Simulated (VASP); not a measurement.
# FeGe (P2_13) in VASP: further runs

Aim: see how the results for FeGe move with the level of theory and the settings. Levels: PBEsol, LDA. Tasks: single point.

Everything below comes from runs of VASP 6.6.1. Logs are shortened: lines on timing, memory, paths and dates and some standing lists are left out, and cuts for length are marked.

## (1) The cell of the first run

Symmetry: P2_13, No. 198, cubic system. The conventional cell has a = 4.689 Å, b = 4.689 Å, c = 4.689 Å, α = 90.00°, β = 90.00°, γ = 90.00°. Within 3.1 Å of Ge (site symmetry 3) lie 7 Fe at 2.38 to 2.64 Å and 6 Ge at 2.90 Å. Fe (site symmetry 3) has 7 Ge at 2.38 to 2.64 Å and 6 Fe at 2.87 Å within 3.1 Å.

## (2) Single point, PBEsol, collinear spin, zero start

Input file INCAR:

```
SYSTEM = FeGe
PREC = Accurate
ENCUT = 520
EDIFF = 1E-6
ISMEAR = -1
SIGMA = 0.05
LREAL = .FALSE.
LASPH = .TRUE.
NELM = 150
ALGO = Normal
ISIF = 2
LWAVE = .FALSE.
LCHARG = .TRUE.
ISPIN = 2
MAGMOM = 0 0 0 0 0 0 0 0
LORBIT = 11
NUPDOWN = 0.0
LMAXMIX = 4
GGA = PS
LELF = .TRUE.
LVHAR = .TRUE.
NBANDS = 58
```

Input file KPOINTS:

```
Automatic mesh
0
G
  5 5 5
  0 0 0
```

Input file POSCAR:

```
FeGe
1.0
    4.6890000000      0.0000000000      0.0000000000
    0.0000000000      4.6890000000      0.0000000000
    0.0000000000      0.0000000000      4.6890000000
Ge Fe
4 4
Direct
    0.1580000000      0.3420000000      0.6580000000
    0.3420000000      0.6580000000      0.1580000000
    0.6580000000      0.1580000000      0.3420000000
    0.8420000000      0.8420000000      0.8420000000
    0.8650000000      0.6350000000      0.3650000000
    0.6350000000      0.3650000000      0.8650000000
    0.3650000000      0.8650000000      0.6350000000
    0.1350000000      0.1350000000      0.1350000000
```

Potentials or basis: VASP PAW PBE potentials, release 64 (Ge_d, Fe).

Command:

```bash
> cat potpaw_PBE.64/Ge_d/POTCAR potpaw_PBE.64/Fe/POTCAR > POTCAR
> mpirun -np 1 vasp_std > vasp.out
```

OUTCAR:

```text
SYSTEM = FeGe
   PREC = Accurate
   ENCUT = 520
   EDIFF = 1E-6
   ISMEAR = -1
   LREAL = .FALSE.
   LASPH = .TRUE.
   NELM = 150
   ISIF = 2
   ISPIN = 2
   LORBIT = 11
   NUPDOWN = 0.0
   GGA = PS

 ion  position               nearest neighbor table
   1  0.158  0.342  0.658-   5 2.38   8 2.44   7 2.44   6 2.44   7 2.64   8 2.64   6 2.64   2 2.90
                             2 2.90   3 2.90   4 2.90   3 2.90   4 2.90
   2  0.342  0.658  0.158-   6 2.38   7 2.44   5 2.44   8 2.44   5 2.64   7 2.64   8 2.64   1 2.90
                             1 2.90   3 2.90   3 2.90   4 2.90   4 2.90
   3  0.658  0.158  0.342-   7 2.38   6 2.44   5 2.44   8 2.44   6 2.64   5 2.64   8 2.64   1 2.90
                             4 2.90   2 2.90   2 2.90   1 2.90   4 2.90
   4  0.842  0.842  0.842-   8 2.38   5 2.44   7 2.44   6 2.44   6 2.64   5 2.64   7 2.64   2 2.90
                             3 2.90   1 2.90   3 2.90   1 2.90   2 2.90
   5  0.865  0.635  0.365-   1 2.38   4 2.44   3 2.44   2 2.44   3 2.64   4 2.64   2 2.64   6 2.87
                             6 2.87   8 2.87   8 2.87   7 2.87   7 2.87
   6  0.635  0.365  0.865-   2 2.38   3 2.44   1 2.44   4 2.44   1 2.64   3 2.64   4 2.64   5 2.87
                             5 2.87   7 2.87   7 2.87   8 2.87   8 2.87
   7  0.365  0.865  0.635-   3 2.38   2 2.44   1 2.44   4 2.44   2 2.64   1 2.64   4 2.64   8 2.87
                             6 2.87   6 2.87   8 2.87   5 2.87   5 2.87
   8  0.135  0.135  0.135-   4 2.38   1 2.44   3 2.44   2 2.44   2 2.64   1 2.64   3 2.64   5 2.87
                             7 2.87   7 2.87   5 2.87   6 2.87   6 2.87

  LATTYP: Found a simple cubic cell.
 ALAT       =     4.6890000000

  Lattice vectors:

 A1 = (   4.6890000000,   0.0000000000,   0.0000000000)
 A2 = (   0.0000000000,   4.6890000000,   0.0000000000)
 A3 = (   0.0000000000,   0.0000000000,   4.6890000000)

Analysis of symmetry for initial positions (statically):
=====================================================================
 Subroutine PRICEL returns:
 Original cell was already a primitive cell.

 Routine SETGRP: Setting up the symmetry group for a
 simple cubic supercell.

 Subroutine GETGRP returns: Found 12 space group operations
 (whereof  3 operations were pure point group operations)
 out of a pool of 48 trial point group operations.

The static configuration has the point symmetry C_3 .
 The point group associated with its full space group is T   .

Analysis of symmetry for dynamics (positions and initial velocities):
=====================================================================
 Subroutine PRICEL returns:
 Original cell was already a primitive cell.

 Routine SETGRP: Setting up the symmetry group for a
 simple cubic supercell.

 Subroutine GETGRP returns: Found 12 space group operations
 (whereof  3 operations were pure point group operations)
 out of a pool of 48 trial point group operations.

The dynamic configuration has the point symmetry C_3 .
 The point group associated with its full space group is T   .

Analysis of structural, dynamic, and magnetic symmetry:
=====================================================================
 Subroutine PRICEL returns:
 Original cell was already a primitive cell.

 Routine SETGRP: Setting up the symmetry group for a
 simple cubic supercell.

 Subroutine GETGRP returns: Found 12 space group operations
 (whereof  3 operations were pure point group operations)
 out of a pool of 48 trial point group operations.

The overall configuration has the point symmetry C_3 .
 The point group associated with its full space group is T   .

 Subroutine INISYM returns: Found 12 space group operations
 (whereof  3 operations are pure point group operations),
 and found     1 'primitive' translations

----------------------------------------------------------------------------------------

                                     Primitive cell

  volume of cell :     103.0957

  direct lattice vectors                    reciprocal lattice vectors
     4.689000000  0.000000000  0.000000000     0.213265089  0.000000000  0.000000000
     0.000000000  4.689000000  0.000000000     0.000000000  0.213265089  0.000000000
     0.000000000  0.000000000  4.689000000     0.000000000  0.000000000  0.213265089

  length of vectors
     4.689000000  4.689000000  4.689000000     0.213265089  0.213265089  0.213265089

  position of ions in fractional coordinates (direct lattice)
     0.158000000  0.342000000  0.658000000
     0.342000000  0.658000000  0.158000000
     0.658000000  0.158000000  0.342000000
     0.842000000  0.842000000  0.842000000
     0.865000000  0.635000000  0.365000000
     0.635000000  0.365000000  0.865000000
[... 67 lines left out ...]
   LSORBIT =      F    spin-orbit coupling
   LASPH  =      T    aspherical Exc in radial PAW
   ENCUT  =  520.0 eV  38.22 Ry    6.18 a.u.   8.72  8.72  8.72*2*pi/ulx,y,z
   NELM   =    150;   NELMIN=  2; NELMDL= -5     # of ELM steps
   EDIFF  = 0.1E-05   stopping-criterion for ELM
   LREAL  =      F    real-space projection
   EDIFFG = 0.1E-04   stopping-criterion for IOM
   NSW    =      0    number of steps for IOM
   IBRION =     -1    ionic relax: 0-MD 1-quasi-New 2-CG
   NFREE  =      0    steps in history (QN), initial steepest desc. (CG)
   ISIF   =      2    stress and relaxation
   ISYM   =      2    0-nonsym 1-usesym 2-fastsym
   POTIM  = 0.5000    time-step for ionic-motion
   TEBEG  =    0.0;   TEEND  =   0.0 temperature during run
   PSTRESS=    0.0 pullay stress
   NELECT =      88.0000    total number of electrons
   NUPDOWN=       0.0000    fix difference up-down
   EMIN   =  10.00;   EMAX   =-10.00  energy-range for DOS
   EFERMI =   0.00;   METHOD = LEGACY
   ISMEAR =    -1;   SIGMA  =   0.05  broadening in eV -4-tet -1-fermi 0-gaus
   EFERMI_NEDOS =   21; number of points for ismear=-14 and -15
   IALGO  =     38    algorithm
   IMIX   =      4    mixing-type and parameters
     AMIX     =   0.40;   BMIX     =  1.00
     AMIX_MAG =   1.60;   BMIX_MAG =  1.00
  volume/ion in A,a.u.               =      12.89        86.97
  Fermi-wavevector in a.u.,A,eV,Ry     =   1.552943  2.934637 32.812241  2.411632
  Thomas-Fermi vector in A             =   2.657245
   LORBIT       =     11    0 simple, 1 ext, 2 COOP (PROOUT), +10 PAW based schemes
   GGA     = PS    functional components
   LHFCALC =     F    Hartree Fock is set to
   AEXX    =    0.0000 exact exchange contribution
   IVDW    =     0    specifies the selected vdW correction
   LEPSILON=     F    determine dielectric tensor
   LRPA    =     F    only Hartree local field effects (RPA)
 spin polarized calculation
  energy-cutoff  :      520.00
  volume of cell :      103.10
 maximum number of plane-waves:      2801
 NGX is ok and might be reduce to    36
   NGX = 17   NGY = 17   NGZ = 17

 number of electron      87.9999927 magnetization      -0.0000000

 number of electron      87.9999927 magnetization       0.0000000

 Free energy of the ion-electron system (eV)
  ---------------------------------------------------
  ext. energy  EPLUGINS =         0.00000000
  ---------------------------------------------------
  free energy    TOTEN  =       -56.66394164 eV

  energy without entropy =      -56.58435767  energy(sigma->0) =      -56.62414966

 E-fermi :   7.7313     XC(G=0): -13.0317

 val. band max:        7.6866543526   @ k =   0.2000   0.0000   0.0000
 cond. band min:       7.7714960261   @ k =   0.4000   0.2000   0.0000
 fundamental gap:      0.0848416735
 Fermi energy:         7.7312836424

 spin component 1

 k-point     1 :       0.0000    0.0000    0.0000
  band No.  band energies     occupation
      1     -16.7473      1.00000
      2     -16.7473      1.00000
      3     -16.7473      1.00000
      4     -16.7099      1.00000
      5     -16.7099      1.00000
      6     -16.7099      1.00000
[... 638 lines left out ...]
     55      13.4606      0.00000
     56      13.8492      0.00000
 Fermi energy:         7.7312764152

 spin component 2

 k-point     1 :       0.0000    0.0000    0.0000
  band No.  band energies     occupation
      1     -16.7473      1.00000
      2     -16.7473      1.00000
      3     -16.7473      1.00000
      4     -16.7099      1.00000
      5     -16.7099      1.00000
      6     -16.7099      1.00000
[... 638 lines left out ...]
     55      13.4605      0.00000
     56      13.8492      0.00000
 [bands above 56 left out]

------------------------ aborting loop because EDIFF is reached ----------------------------------------

  FORCE on cell =-STRESS in cart. coord.  units (eV):
  Direction    XX          YY          ZZ          XY          YZ          ZX
  --------------------------------------------------------------------------------------
  -------------------------------------------------------------------------------------
  Total       -8.1301474     -8.1301474     -8.1301474      0.0000000      0.0000000      0.0000000
  in kB     -126.3479796   -126.3479796   -126.3479796      0.0000000      0.0000000      0.0000000
  external PRESSURE =    -126.3479796 kB  Pullay stress =       0.0000000 kB

 VOLUME and BASIS-vectors are now :
 -----------------------------------------------------------------------------
  energy-cutoff  :      520.00
  volume of cell :      103.10
      direct lattice vectors                 reciprocal lattice vectors
     4.689000000  0.000000000  0.000000000     0.213265089  0.000000000  0.000000000
     0.000000000  4.689000000  0.000000000     0.000000000  0.213265089  0.000000000
     0.000000000  0.000000000  4.689000000     0.000000000  0.000000000  0.213265089

 POSITION                                       TOTAL-FORCE (eV/Angst)
 -----------------------------------------------------------------------------------
      0.74086      1.60364      3.08536         0.226335     -0.226335      0.226335
      1.60364      3.08536      0.74086        -0.226335      0.226335      0.226335
      3.08536      0.74086      1.60364         0.226335      0.226335     -0.226335
      3.94814      3.94814      3.94814        -0.226335     -0.226335     -0.226335
      4.05599      2.97751      1.71149         0.138423     -0.138423      0.138423
      2.97751      1.71149      4.05599        -0.138423      0.138423      0.138423
      1.71149      4.05599      2.97751         0.138423      0.138423     -0.138423
      0.63301      0.63301      0.63301        -0.138423     -0.138423     -0.138423
 -----------------------------------------------------------------------------------
    total drift:                               -0.000001      0.000000     -0.000000

  FREE ENERGIE OF THE ION-ELECTRON SYSTEM (eV)
  ---------------------------------------------------
  free  energy   TOTEN  =       -56.6639416415 eV

  energy  without entropy=      -56.5843576717  energy(sigma->0) =      -56.62414966

 total charge

# of ion       s       p       d       tot
------------------------------------------
    1        1.112   1.221  10.117  12.450
    2        1.112   1.221  10.117  12.450
    3        1.112   1.221  10.117  12.450
    4        1.112   1.221  10.117  12.450
    5        0.373   0.487   6.467   7.327
    6        0.373   0.487   6.467   7.327
    7        0.373   0.487   6.467   7.327
    8        0.373   0.487   6.467   7.327
--------------------------------------------------
tot          5.941   6.830  66.337  79.108

 magnetization (x)

# of ion       s       p       d       tot
------------------------------------------
    1        0.000   0.000  -0.000   0.000
    2        0.000   0.000  -0.000   0.000
    3        0.000   0.000  -0.000   0.000
    4        0.000   0.000  -0.000   0.000
    5        0.000   0.000  -0.000  -0.000
    6        0.000   0.000  -0.000  -0.000
    7        0.000   0.000  -0.000  -0.000
    8        0.000   0.000  -0.000  -0.000
--------------------------------------------------
tot          0.000   0.000  -0.000  -0.000
```

Wall time 76 s (1 thread of AMD EPYC 9R45 (Zen 5), shared host); peak memory 0.26 GiB.

What came out:

* Free energy: -56.6639 eV
* Pressure: -12.6 GPa
* Largest force: 0.392 eV/Å
* Net moment: 0.00 μB per cell
* Valence electrons inside the program's atomic spheres: Ge 12.45; Fe 7.33

Forces in eV/Å, atoms in the order of the input:
```
Ge   0.226 -0.226  0.226
Ge  -0.226  0.226  0.226
Ge   0.226  0.226 -0.226
Ge  -0.226 -0.226 -0.226
Fe   0.138 -0.138  0.138
Fe  -0.138  0.138  0.138
Fe   0.138  0.138 -0.138
Fe  -0.138 -0.138 -0.138
```

Caveat: the cell stands under tension; the PAW data sets were made with another functional, which shifts forces and pressure a little; the total moment is fixed, so each spin has its own Fermi level.

## (3) Single point, PBEsol, collinear spin, ferromagnetic start

Input file INCAR:

```
PREC = Accurate
ENCUT = 520
EDIFF = 1E-6
ISMEAR = -1
SIGMA = 0.05
LREAL = F
LASPH = T
NELM = 150
ALGO = Normal
ISIF = 2
LWAVE = F
LCHARG = F
ISPIN = 2
MAGMOM = 0 0 0 0 0.75 0.75 0.75 0.75
LORBIT = 11
NUPDOWN = 3.0
LMAXMIX = 4
GGA = PS
NBANDS = 58
```

Input file KPOINTS:

```
Automatic mesh
0
Gamma
  5 5 5
```

POSCAR is that of step 2.

Potentials or basis: VASP PAW PBE potentials, release 64 (Ge_d, Fe).

Command:

```bash
> cat potpaw_PBE.64/Ge_d/POTCAR potpaw_PBE.64/Fe/POTCAR > POTCAR
> mpirun -np 1 vasp_std > vasp.out
```

OUTCAR:

```text
PREC = Accurate
   ENCUT = 520
   EDIFF = 1E-6
   ISMEAR = -1
   LREAL = F
   LASPH = T
   NELM = 150
   ISIF = 2
   ISPIN = 2
   LORBIT = 11
   NUPDOWN = 3.0
   GGA = PS

 ion  position               nearest neighbor table
   1  0.158  0.342  0.658-   5 2.38   8 2.44   7 2.44   6 2.44   7 2.64   8 2.64   6 2.64   2 2.90
                             2 2.90   3 2.90   4 2.90   3 2.90   4 2.90
   2  0.342  0.658  0.158-   6 2.38   7 2.44   5 2.44   8 2.44   5 2.64   7 2.64   8 2.64   1 2.90
                             1 2.90   3 2.90   3 2.90   4 2.90   4 2.90
   3  0.658  0.158  0.342-   7 2.38   6 2.44   5 2.44   8 2.44   6 2.64   5 2.64   8 2.64   1 2.90
                             4 2.90   2 2.90   2 2.90   1 2.90   4 2.90
   4  0.842  0.842  0.842-   8 2.38   5 2.44   7 2.44   6 2.44   6 2.64   5 2.64   7 2.64   2 2.90
                             3 2.90   1 2.90   3 2.90   1 2.90   2 2.90
   5  0.865  0.635  0.365-   1 2.38   4 2.44   3 2.44   2 2.44   3 2.64   4 2.64   2 2.64   6 2.87
                             6 2.87   8 2.87   8 2.87   7 2.87   7 2.87
   6  0.635  0.365  0.865-   2 2.38   3 2.44   1 2.44   4 2.44   1 2.64   3 2.64   4 2.64   5 2.87
                             5 2.87   7 2.87   7 2.87   8 2.87   8 2.87
   7  0.365  0.865  0.635-   3 2.38   2 2.44   1 2.44   4 2.44   2 2.64   1 2.64   4 2.64   8 2.87
                             6 2.87   6 2.87   8 2.87   5 2.87   5 2.87
   8  0.135  0.135  0.135-   4 2.38   1 2.44   3 2.44   2 2.44   2 2.64   1 2.64   3 2.64   5 2.87
[... 1527 lines left out ...]
     0.000000000  4.689000000  0.000000000     0.000000000  0.213265089  0.000000000
     0.000000000  0.000000000  4.689000000     0.000000000  0.000000000  0.213265089

 POSITION                                       TOTAL-FORCE (eV/Angst)
 -----------------------------------------------------------------------------------
      0.74086      1.60364      3.08536         0.108222     -0.108222      0.108222
      1.60364      3.08536      0.74086        -0.108222      0.108222      0.108222
      3.08536      0.74086      1.60364         0.108222      0.108222     -0.108222
      3.94814      3.94814      3.94814        -0.108222     -0.108222     -0.108222
      4.05599      2.97751      1.71149         0.091471     -0.091471      0.091471
      2.97751      1.71149      4.05599        -0.091471      0.091471      0.091471
      1.71149      4.05599      2.97751         0.091471      0.091471     -0.091471
      0.63301      0.63301      0.63301        -0.091471     -0.091471     -0.091471
 -----------------------------------------------------------------------------------
    total drift:                               -0.000000      0.000000     -0.000000

  FREE ENERGIE OF THE ION-ELECTRON SYSTEM (eV)
  ---------------------------------------------------
  free  energy   TOTEN  =       -56.8145497327 eV

  energy  without entropy=      -56.7298390021  energy(sigma->0) =      -56.77219437

 total charge

# of ion       s       p       d       tot
------------------------------------------
    1        1.113   1.225  10.115  12.453
    2        1.113   1.225  10.115  12.453
    3        1.113   1.225  10.115  12.453
    4        1.113   1.225  10.115  12.453
    5        0.375   0.488   6.460   7.323
    6        0.375   0.488   6.460   7.323
    7        0.375   0.488   6.460   7.323
    8        0.375   0.488   6.460   7.323
--------------------------------------------------
tot          5.951   6.853  66.301  79.104

 magnetization (x)

# of ion       s       p       d       tot
------------------------------------------
    1       -0.009  -0.047  -0.005  -0.061
    2       -0.009  -0.047  -0.005  -0.061
    3       -0.009  -0.047  -0.005  -0.061
    4       -0.009  -0.047  -0.005  -0.061
    5       -0.001  -0.005   0.845   0.838
    6       -0.001  -0.005   0.845   0.838
    7       -0.001  -0.005   0.845   0.838
    8       -0.001  -0.005   0.845   0.838
--------------------------------------------------
tot         -0.042  -0.210   3.362   3.110
```

OSZICAR:

```text
N       E                     dE             d eps       ncg     rms          rms(c)
DAV:   1     0.966511658134E+03    0.96651E+03   -0.35371E+04  3044   0.399E+03
DAV:   2     0.146319832942E+03   -0.82019E+03   -0.77479E+03  2552   0.924E+02
DAV:   3    -0.456915459225E+02   -0.19201E+03   -0.18069E+03  2568   0.266E+02
DAV:   4    -0.628293019481E+02   -0.17138E+02   -0.16725E+02  2982   0.895E+01
DAV:   5    -0.633054263411E+02   -0.47612E+00   -0.47363E+00  2968   0.167E+01    0.258E+01
DAV:   6    -0.689139011361E+02   -0.56085E+01   -0.82999E+01  3174   0.799E+01    0.318E+01
DAV:   7    -0.568081102440E+02    0.12106E+02   -0.46766E+01  2904   0.611E+01    0.541E+00
DAV:   8    -0.569123548783E+02   -0.10424E+00   -0.34565E+00  2832   0.829E+00    0.303E+00
DAV:   9    -0.568259807502E+02    0.86374E-01   -0.18967E-01  3274   0.361E+00    0.115E+00
DAV:  10    -0.568163058007E+02    0.96749E-02   -0.25544E-02  3330   0.125E+00    0.419E-01
DAV:  11    -0.568145590968E+02    0.17467E-02   -0.34730E-03  2936   0.542E-01    0.931E-02
DAV:  12    -0.568145475444E+02    0.11552E-04   -0.55713E-04  3432   0.208E-01    0.539E-02
DAV:  13    -0.568145489346E+02   -0.13902E-05   -0.36528E-05  3188   0.476E-02    0.228E-02
DAV:  14    -0.568145501328E+02   -0.11981E-05   -0.55298E-06  2686   0.181E-02    0.751E-03
DAV:  15    -0.568145497327E+02    0.40005E-06   -0.10933E-06  1422   0.130E-02
   1 F= -.56814550E+02 E0= -.56772194E+02  d E =-.847107E-01  mag=     3.0000
```

Run time: 70 s. Hardware: 1 thread of AMD EPYC 9R45 (Zen 5), shared host; peak memory 0.26 GiB.

What came out:

```yaml
Free_energy: -56.8145 eV
Pressure: -11.1 GPa
Largest_force: 0.187 eV/Å
Net_moment: 3.00 μB per cell
Site_moments: Ge -0.06; Fe +0.84 μB
Valence_electrons_inside_the_program's_atomic_spheres: Ge 12.45; Fe 7.32
```

Forces on the atoms (eV/Å):
```
Ge   0.108 -0.108  0.108
Ge  -0.108  0.108  0.108
Ge   0.108  0.108 -0.108
Ge  -0.108 -0.108 -0.108
Fe   0.091 -0.091  0.091
Fe  -0.091  0.091  0.091
Fe   0.091  0.091 -0.091
Fe  -0.091 -0.091 -0.091
```

Caveat: the cell stands under tension; the PAW data sets were made with another functional, which shifts forces and pressure a little; the total moment is fixed, so each spin has its own Fermi level and the state may be an excited one.

(Continued in part 2 of 2.)
